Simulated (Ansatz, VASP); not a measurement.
# LiF in VASP and in Ansatz

```
Li F
1.0
     2.92696    0.00000    0.00000
    -1.46348    2.66824    0.00000
     0.00000    0.00000    4.78534
Li F
2 2
Direct
  0.33610 0.67219 0.99564
  0.66390 0.32781 0.49564
  0.33815 0.67630 0.37936
  0.66185 0.32370 0.87936
```

Change from the starting cell: uniaxial_x strain -5.0%.

Alike in both runs: task single point; functional r2SCAN; k mesh 12 × 12 × 6; no spin polarisation.

|  | VASP | Ansatz |
| --- | --- | --- |
| version | VASP 6.6.1 | Ansatz 0.2.0 |
| potentials or method | VASP PAW PBE potentials, release 64 (Li_sv, F) | plane waves, PAW |
| plane-wave cutoff (eV) | 520 | 500 |
| occupations | gaussian, width 0.01 eV | fixed |
| valence electrons in the cell | 20 | 20 |

|  | VASP | Ansatz | Ansatz less VASP |
| --- | --- | --- | --- |
| gap on the k mesh at the Fermi level (eV) | 8.99 | 8.94 | -0.055 |
| rms of the force components (eV/Å) | 0.012 | 0.001 | -0.0111 |

VASP's potentials were made for PBE, not for r2SCAN. Atom by atom the forces differ by 0.011 eV/Å (rms over components).

Noted on VASP's run: the cutoff is short for stress, so the pressure is rough.
